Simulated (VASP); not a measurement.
**Rb: single point with LDA**

Rb:

```
CELL_PARAMETERS angstrom
4.96655 0.00000 0.00000
-2.48328 4.30116 0.00000
0.00000 0.00000 8.18959
ATOMIC_POSITIONS crystal
Rb 0.33333 0.66667 0.25000
Rb 0.66667 0.33333 0.75000
```

This cell differs from its parent crystal: volume scaled by 1.12.

* Program: VASP 6.6.1
* Task: single point
* Functional: LDA
* Potentials or basis: VASP PAW LDA potentials, release 64 (Rb_sv)
* Cutoff: 520 eV
* k mesh: 9 × 9 × 5
* Occupations: fermi-dirac, width 0.1 eV
* Spin: no spin polarisation
* Dipole correction: no
* Further INCAR settings: ALGO = Normal; EDIFF = 1e-06; NBANDS = 16

```json
{"Pressure": "-0.3 GPa", "Band gap on the k mesh": "zero (band 9 reaches 0.89 eV, above the bottom of band 10 at -1.19 eV)"}
```

Levels at points of the mesh, in eV from the Fermi level:
```tsv
k point	band 7	band 8	band 9	band 10	band 11	band 12
(0.00, 0.00, 0.00)	-12.86	-12.86	-2.04	0.06	0.72	3.46
```

It took 2.5 min on 1 thread of AMD EPYC 7R43 64-Core Processor (Zen 3), with other jobs on the host, peak memory 0.24 GiB.
